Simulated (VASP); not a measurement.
# Ga (P-1) in VASP: further runs

The runs below take Ga through single point, with LDA.

All numbers are computed with VASP 6.6.1; they aren't measurements. Logs are shortened: lines on timing, memory, paths and dates and some standing lists are left out, and cuts for length are marked.

### Step 1. The cell of the first run

The typed cell holds 2 atoms: a = 4.316 Å, b = 4.316 Å, c = 3.170 Å, α = 90.00°, β = 90.00°, γ = 140.74°.

### Step 2. Single point, LDA

INCAR

```
SYSTEM = Ga
PREC = Accurate
ENCUT = 520
EDIFF = 1E-6
ISMEAR = 1
SIGMA = 0.05
LREAL = .False.
LASPH = .True.
NELM = 60
ALGO = Fast
ISIF = 2
LWAVE = .False.
LCHARG = .False.
GGA = CA
NBANDS = 20
```

KPOINTS

```
Automatic mesh
0
Gamma
  9 9 8
  0 0 0
```

POSCAR

```
Ga
1.0
    1.4500000000     -4.0650000000      0.0000000000
    1.4500000000      4.0650000000      0.0000000000
    0.0000000000      0.0000000000      3.1700000000
Ga
2
Direct
    0.1426510000      0.8836200000      0.7521610000
    0.8630400000      0.1461870000      0.2619770000
```

Potentials or basis: VASP PAW LDA potentials, release 64 (Ga_d).

The run is started by

```sh
$ cat potpaw_LDA.64/Ga_d/POTCAR > POTCAR
$ mpirun -np 1 vasp_std > vasp.out
```

OUTCAR:

```text
SYSTEM = Ga
   PREC = Accurate
   ENCUT = 520
   EDIFF = 1E-6
   ISMEAR = 1
   LREAL = .False.
   LASPH = .True.
   NELM = 60
   ISIF = 2
   GGA = CA

 ion  position               nearest neighbor table
   1  0.143  0.884  0.752-   2 2.70   2 2.73   2 2.81   2 2.84   2 2.85   2 2.87
   2  0.863  0.146  0.262-   1 2.70   1 2.73   1 2.81   1 2.84   1 2.85   1 2.87

  LATTYP: Found a base centered orthorhombic cell.
 ALAT       =     2.9000000000
 B/A-ratio  =     2.8034482759
 C/A-ratio  =     1.0931034483

  Lattice vectors:

 A1 = (   1.4500000000,  -4.0650000000,   0.0000000000)
 A2 = (   1.4500000000,   4.0650000000,   0.0000000000)
 A3 = (   0.0000000000,   0.0000000000,   3.1700000000)

Analysis of symmetry for initial positions (statically):
=====================================================================
 Subroutine PRICEL returns:
 Original cell was already a primitive cell.

 Routine SETGRP: Setting up the symmetry group for a
 base centered orthorhombic supercell.

 Subroutine GETGRP returns: Found  2 space group operations
 (whereof  1 operations were pure point group operations)
 out of a pool of  8 trial point group operations.

The static configuration has the point symmetry C_1 .
 The point group associated with its full space group is S_2 .

Analysis of symmetry for dynamics (positions and initial velocities):
=====================================================================
 Subroutine PRICEL returns:
 Original cell was already a primitive cell.

 Routine SETGRP: Setting up the symmetry group for a
 base centered orthorhombic supercell.

 Subroutine GETGRP returns: Found  2 space group operations
 (whereof  1 operations were pure point group operations)
 out of a pool of  8 trial point group operations.

The dynamic configuration has the point symmetry C_1 .
 The point group associated with its full space group is S_2 .

 Subroutine INISYM returns: Found  2 space group operations
 (whereof  1 operations are pure point group operations),
 and found     1 'primitive' translations

----------------------------------------------------------------------------------------

                                     Primitive cell

  volume of cell :      37.3695

  direct lattice vectors                    reciprocal lattice vectors
     1.450000000 -4.065000000  0.000000000     0.344827586 -0.123001230  0.000000000
     1.450000000  4.065000000  0.000000000     0.344827586  0.123001230  0.000000000
     0.000000000  0.000000000  3.170000000     0.000000000  0.000000000  0.315457413

  length of vectors
     4.315868974  4.315868974  3.170000000     0.366108409  0.366108409  0.315457413

  position of ions in fractional coordinates (direct lattice)
     0.142651000  0.883620000  0.752161000
     0.863040000  0.146187000  0.261977000

  ion indices of the primitive-cell ions
   primitive index   ion index
                 1           1
                 2           2

----------------------------------------------------------------------------------------

 KPOINTS: Automatic mesh

Automatic generation of k-mesh.
 Grid dimensions read from file:
 generate k-points for:    9    9    8

 Generating k-lattice:

  Cartesian coordinates                     Fractional coordinates (reciprocal lattice)
     0.038314176 -0.013666803  0.000000000     0.111111111  0.000000000  0.000000000
     0.038314176  0.013666803  0.000000000     0.000000000  0.111111111  0.000000000
     0.000000000  0.000000000  0.039432177     0.000000000  0.000000000  0.125000000

  Length of vectors
     0.040678712  0.040678712  0.039432177

  Shift w.r.t. Gamma in fractional coordinates (k-lattice)
     0.000000000  0.000000000  0.000000000

 Subroutine IBZKPT returns following result:
 ===========================================

 Found    325 irreducible k-points:

 Following reciprocal coordinates:
            Coordinates               Weight
  0.000000  0.000000  0.000000      1.000000
  0.111111 -0.000000  0.000000      2.000000
 -0.000000  0.111111  0.000000      2.000000
  0.222222 -0.000000  0.000000      2.000000
 -0.000000  0.222222  0.000000      2.000000
  0.333333 -0.000000  0.000000      2.000000
[... 16 lines left out ...]
 -0.111111  0.111111  0.000000      2.000000
  0.222222  0.222222  0.000000      2.000000
 [... further k-points ...]
   k-points           NKPTS =    325   k-points in BZ     NKDIM =    325   number of bands    NBANDS=     20
   number of dos      NEDOS =    301   number of ions     NIONS =      2
   total plane-waves  NPLWV =  24576
   dimension x,y,z NGX =    32 NGY =   32 NGZ =   24
   dimension x,y,z NGXF=    64 NGYF=   64 NGZF=   48
   ions per type =               2
   NGX,Y,Z   is equivalent  to a cutoff of  12.33, 12.33, 12.59 a.u.
   NGXF,Y,Z  is equivalent  to a cutoff of  24.65, 24.65, 25.17 a.u.
 SYSTEM =  Ga
   PREC   = accura    normal or accurate (medium, high low for compatibility)
   ISTART =      0    job   : 0-new  1-cont  2-samecut
   ICHARG =      2    charge: 1-file 2-atom 10-const
   ISPIN  =      1    spin polarized calculation?
   LNONCOLLINEAR =      F non collinear calculations
   LSORBIT =      F    spin-orbit coupling
   LASPH  =      T    aspherical Exc in radial PAW
   ENCUT  =  520.0 eV  38.22 Ry    6.18 a.u.   8.02  8.02  5.89*2*pi/ulx,y,z
   NELM   =     60;   NELMIN=  2; NELMDL= -5     # of ELM steps
   EDIFF  = 0.1E-05   stopping-criterion for ELM
   LREAL  =      F    real-space projection
   EDIFFG = 0.1E-04   stopping-criterion for IOM
   NSW    =      0    number of steps for IOM
   IBRION =     -1    ionic relax: 0-MD 1-quasi-New 2-CG
   NFREE  =      0    steps in history (QN), initial steepest desc. (CG)
   ISIF   =      2    stress and relaxation
   ISYM   =      2    0-nonsym 1-usesym 2-fastsym
   POTIM  = 0.5000    time-step for ionic-motion
   TEBEG  =    0.0;   TEEND  =   0.0 temperature during run
   PSTRESS=    0.0 pullay stress
   NELECT =      26.0000    total number of electrons
   NUPDOWN=      -1.0000    fix difference up-down
   EMIN   =  10.00;   EMAX   =-10.00  energy-range for DOS
   EFERMI =   0.00;   METHOD = LEGACY
   ISMEAR =     1;   SIGMA  =   0.05  broadening in eV -4-tet -1-fermi 0-gaus
   EFERMI_NEDOS =   21; number of points for ismear=-14 and -15
   IALGO  =     68    algorithm
   IMIX   =      4    mixing-type and parameters
     AMIX     =   0.40;   BMIX     =  1.00
     AMIX_MAG =   1.60;   BMIX_MAG =  1.00
  volume/ion in A,a.u.               =      18.68       126.09
  Fermi-wavevector in a.u.,A,eV,Ry     =   1.450641  2.741314 28.631555  2.104360
  Thomas-Fermi vector in A             =   2.568230
   LORBIT       =      0    0 simple, 1 ext, 2 COOP (PROOUT), +10 PAW based schemes
   GGA     = CA    functional components
   LHFCALC =     F    Hartree Fock is set to
   AEXX    =    0.0000 exact exchange contribution
   IVDW    =     0    specifies the selected vdW correction
   LEPSILON=     F    determine dielectric tensor
   LRPA    =     F    only Hartree local field effects (RPA)
 non-spin polarized calculation
 RMM-DIIS sequential band-by-band and
 Methfessel and Paxton  Order N= 1 SIGMA  =   0.05
  energy-cutoff  :      520.00
  volume of cell :       37.37
 maximum number of plane-waves:      1022
   NGX = 17   NGY = 17   NGZ = 11

 number of electron      26.0000000 magnetization

 Free energy of the ion-electron system (eV)
  ---------------------------------------------------
  ext. energy  EPLUGINS =         0.00000000
  ---------------------------------------------------
  free energy    TOTEN  =        -7.12306716 eV

  energy without entropy =       -7.12325745  energy(sigma->0) =       -7.12313059

 E-fermi :   5.4839     XC(G=0): -11.3294

 val. band max:        5.4550170935   @ k =  -0.4444   0.0000   0.1250
 cond. band min:       5.5040150372   @ k =  -0.3333   0.2222   0.3750
 fundamental gap:      0.0489979436
 Fermi energy:         5.4838613176

 k-point     1 :       0.0000    0.0000    0.0000
  band No.  band energies     occupation
      1      -9.8795      2.00000
      2      -9.8484      2.00000
      3      -9.7838      2.00000
      4      -9.7770      2.00000
      5      -9.5975      2.00000
      6      -9.5755      2.00000
[... 12 lines left out ...]
     19      16.5497      0.00000
     20      17.2871      0.00000

 k-point     2 :       0.1111   -0.0000    0.0000
  band No.  band energies     occupation
      1      -9.8663      2.00000
      2      -9.8403      2.00000
      3      -9.7756      2.00000
      4      -9.7344      2.00000
      5      -9.6080      2.00000
      6      -9.5905      2.00000
[... 12 lines left out ...]
     19      17.3947      0.00000
     20      19.1853      0.00000

 k-point     3 :      -0.0000    0.1111    0.0000
  band No.  band energies     occupation
      1      -9.8668      2.00000
      2      -9.8413      2.00000
      3      -9.7762      2.00000
      4      -9.7339      2.00000
      5      -9.6079      2.00000
      6      -9.5907      2.00000
[... 12 lines left out ...]
     19      17.3776      0.00000
     20      19.2076      0.00000

 k-point     4 :       0.2222   -0.0000    0.0000
  band No.  band energies     occupation
      1      -9.8350      2.00000
      2      -9.8203      2.00000
      3      -9.7392      2.00000
      4      -9.6826      2.00000
      5      -9.6311      2.00000
      6      -9.6043      2.00000
[... 12 lines left out ...]
     19      17.7141      0.00000
     20      21.4393      0.00000

 k-point     5 :      -0.0000    0.2222    0.0000
  band No.  band energies     occupation
      1      -9.8370      2.00000
      2      -9.8242      2.00000
      3      -9.7419      2.00000
      4      -9.6814      2.00000
      5      -9.6322      2.00000
      6      -9.6046      2.00000
[... 12 lines left out ...]
     19      17.6958      0.00000
     20      21.1740      0.00000
[... 353 lines left out ...]
      6      -9.6052      2.00000
[... 12 lines left out ...]
     19      16.6369      0.00000
     20      18.4143      0.00000

 k-point    22 :       0.1111   -0.2222    0.0000
  band No.  band energies     occupation
      1      -9.8557      2.00000
      2      -9.8209      2.00000
      3      -9.8044      2.00000
      4      -9.6938      2.00000
      5      -9.6363      2.00000
      6      -9.6052      2.00000
[... 12 lines left out ...]
     19      16.6013      0.00000
     20      18.4266      0.00000

 k-point    23 :      -0.1111    0.1111    0.0000
  band No.  band energies     occupation
      1      -9.8738      2.00000
      2      -9.8368      2.00000
      3      -9.8156      2.00000
      4      -9.7381      2.00000
      5      -9.6153      2.00000
      6      -9.5839      2.00000
[... 12 lines left out ...]
     19      15.7076      0.00000
     20      16.8811      0.00000

 k-point    24 :       0.2222    0.2222    0.0000
  band No.  band energies     occupation
      1      -9.8146      2.00000
      2      -9.7831      2.00000
      3      -9.7795      2.00000
      4      -9.6754      2.00000
      5      -9.6442      2.00000
      6      -9.6014      2.00000
[... 12 lines left out ...]
     19      17.3688      0.00000
     20      17.9708      0.00000

 [... further k-points ...]
[... 5 lines left out ...]
  --------------------------------------------------------------------------------------
  -------------------------------------------------------------------------------------
  Total       -1.2992669     -0.7278961     -0.6716842     -0.0147649      0.0109870     -0.0020212
  in kB      -55.7046127    -31.2077300    -28.7977065     -0.6330274      0.4710544     -0.0866556
  external PRESSURE =     -38.5700164 kB  Pullay stress =       0.0000000 kB

 VOLUME and BASIS-vectors are now :
 -----------------------------------------------------------------------------
  energy-cutoff  :      520.00
  volume of cell :       37.37
      direct lattice vectors                 reciprocal lattice vectors
     1.450000000 -4.065000000  0.000000000     0.344827586 -0.123001230  0.000000000
     1.450000000  4.065000000  0.000000000     0.344827586  0.123001230  0.000000000
     0.000000000  0.000000000  3.170000000     0.000000000  0.000000000  0.315457413

 POSITION                                       TOTAL-FORCE (eV/Angst)
 -----------------------------------------------------------------------------------
      1.48809      3.01204      2.38435        -0.014959      0.024834      0.050380
      1.46338     -2.91401      0.83047         0.014959     -0.024834     -0.050380
 -----------------------------------------------------------------------------------
    total drift:                                0.000016      0.000023      0.000005

  FREE ENERGIE OF THE ION-ELECTRON SYSTEM (eV)
  ---------------------------------------------------
  free  energy   TOTEN  =        -7.1230671615 eV

  energy  without entropy=       -7.1232574467  energy(sigma->0) =       -7.12313059
```

Run time: 4 min. Hardware: 1 thread of Intel Xeon 8259CL, shared host; peak memory 0.29 GiB.

Results:

```
Free energy            : -7.1231 eV
Pressure               : -3.9 GPa
Largest force          : 0.058 eV/Å
Band gap on the k mesh : zero (bands 13 and 14 overlap by 8.61 eV)
```

Forces on the atoms (eV/Å):
```
Ga  -0.015  0.025  0.050
Ga   0.015 -0.025 -0.050
```

Stress tensor (GPa, compression positive):
```
-5.57 -0.06 -0.01
-0.06 -3.12  0.05
-0.01  0.05 -2.88
```

Levels at points of the mesh, in eV from the Fermi level:
```csv
k point,band 9,band 10,band 11,band 12,band 13,band 14,band 15,band 16,band 17,band 18
"(0.00, 0.00, 0.00)",-15.00,-14.85,-11.35,-2.31,-1.75,2.75,6.55,7.52,8.74,10.33
"(0.00, 0.00, 0.50)",-14.93,-14.93,-7.60,-7.45,1.63,1.79,2.47,2.48,10.07,10.13
```

Caveat: the cell stands under tension.

(Part 1 of 2 ends here.)
